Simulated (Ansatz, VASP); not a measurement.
**Two plane-wave programs on TiSi2**

Contents of INCAR:

```
PREC = Accurate
ENCUT = 520
EDIFF = 1E-6
ISMEAR = 0
SIGMA = 0.1
LREAL = False
LASPH = True
NELM = 150
ALGO = Normal
ISIF = 2
LWAVE = False
LCHARG = True
ISPIN = 2
MAGMOM = 1 0 0
LORBIT = 11
LMAXMIX = 4
GGA = PE
LELF = True
LVHAR = True
NBANDS = 21
```

Contents of KPOINTS:

```
Automatic mesh
0
Gamma
  6 6 4
```

The input POSCAR:

```
TiSi2
1.0
    3.3897729399      0.0000000000      0.0000000000
    0.0000000000      3.3897729399      0.0000000000
    0.0000000000      0.0000000000      4.8682645840
Ti Si
1 2
Direct
    0.0000000000      0.0000000000      0.5000000000
    0.5000000000      0.5000000000      0.0000000000
    0.0000000000      0.0000000000      0.0000000000
```

Input for Ansatz:

```yaml
crystal:
  lattice:
    - [3.3897729487, 0.0, 0.0]
    - [0.0, 3.3897729487, 0.0]
    - [0.0, 0.0, 4.8682645266]
  atoms:
    - { symbol: Ti, position: [0.0, 0.0, 0.5], spin: 1.0 }
    - { symbol: Si, position: [0.5, 0.5, 0.0] }
    - { symbol: Si, position: [0.0, 0.0, 0.0] }
basis:
  ecutwfc: 420
kpoints:
  mp_grid: { grid: [6, 6, 4] }
hamiltonian:
  xc: pbe
scf:
  occupations: { method: gaussian, width: 0.1 }
  lower_state_search: "off"
output:
  forces: true
  stress: true
  eigenvalues: true
  populations: true
magnetization:
  spin_polarized: true
```

Alike in both runs: task single point; functional PBE; k mesh 6 × 6 × 4; occupations gaussian, width 0.1 eV; collinear spin.

|  | VASP | Ansatz |
| --- | --- | --- |
| version | VASP 6.6.1 | Ansatz 0.2.0 |
| potentials or method | VASP PAW PBE potentials, release 64 (Ti_sv, Si), cutoff 520 eV | scalar-relativistic, plane waves, PAW |
| valence electrons in the cell | 20 | 20 |

|  | VASP | Ansatz | Ansatz less VASP |
| --- | --- | --- | --- |
| gap on the k mesh at the Fermi level (eV) | none | none | - |
| pressure (GPa) | -0.1 | -0.1 | +0.02 |
| traceless stress, the component that is largest in VASP (GPa) | -0.13 | -0.20 | -0.077 |
| net moment per atom (μB) | 0.00 | 0.00 | -0.001 |

A gap of «none» marks a metal or a gap that the smearing closes. The functional is the same, so the differences come from potentials, cutoffs and numerics. Ansatz's warnings: seeded moment not kept.
